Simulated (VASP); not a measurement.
Write the native input for VASP 6.6.1 that does the following.

| Property | Result |
| --- | --- |
| Task | single point |
| Functional | PBE |
| Potentials or basis | VASP PAW PBE potentials, release 64 (C, B) |
| Cutoff | 520 eV |
| k mesh | 1 × 1 × 1, shifted |
| Occupations | fermi-dirac, width 0.3447 eV |
| Spin | no spin polarisation |
| Dipole correction | no |
| Further INCAR settings | ALGO = Normal; EDIFF = 1e-06; NBANDS = 40; ISYM = 0 |

The structure of BC6 lies in POSCAR:

```
BC6
1.0
    4.9729980000     -0.1966600000      0.0225860000
   -0.1966600000      4.9296060000     -0.1069400000
    0.0225860000     -0.1069400000      4.8244630000
C B
12 2
Direct
    0.3191053116      0.9070264516      0.1353823412
    0.2862758843      0.2708258890      0.6277437081
    0.5968884877      0.6306128660      0.4314651012
    0.8926421320      0.6859792937     -0.0143385056
    0.7899113823      1.0919779788      0.2290651180
    0.8729750380      0.6552765668      0.4124932167
    0.7224623488      0.3017681338      0.3908131433
    0.4493449611      0.8678006019      0.3681959404
    0.0129043719      0.8509882574      0.2071165695
    0.1140374628      0.0644424615      0.8224643503
    0.5473508835      1.1857809579     -0.3557144187
    1.0913902782      0.7619697259      0.7101432640
    0.3077586973      0.5733229605      0.6687907275
    0.7985010518      0.1655485226      0.9134259739
```

These files were run (other wordings do the same):

INCAR

```
SYSTEM = BC6
PREC = Accurate ; ENCUT = 520
EDIFF = 1E-6 ; ISMEAR = -1
SIGMA = 0.3447 ; LREAL = .False.
LASPH = .True. ; NELM = 60
ALGO = Normal ; ISIF = 2
LWAVE = .False. ; LCHARG = .False.
GGA = PE ; NBANDS = 40
ISYM = 0
```

KPOINTS

```
Automatic mesh
0
Gamma
  1 1 1
  0.25 0.25 0.25
```

Potentials or basis: VASP PAW PBE potentials, release 64 (C, B).

Run with:

```sh
$ cat potpaw_PBE.64/C/POTCAR potpaw_PBE.64/B/POTCAR > POTCAR
$ mpirun -np 1 vasp_std > vasp.out
```

Results of the run:

```
Pressure               : -3.6 GPa
Largest force          : 6.428 eV/Å
Band gap on the k mesh : 0.55 eV
```

Caveat: the k points lie up to 1.30 Å⁻¹ apart.

Wall time 22 s on 1 thread of Intel Xeon 6975P-C, with other jobs on the host, peak memory 0.21 GiB.
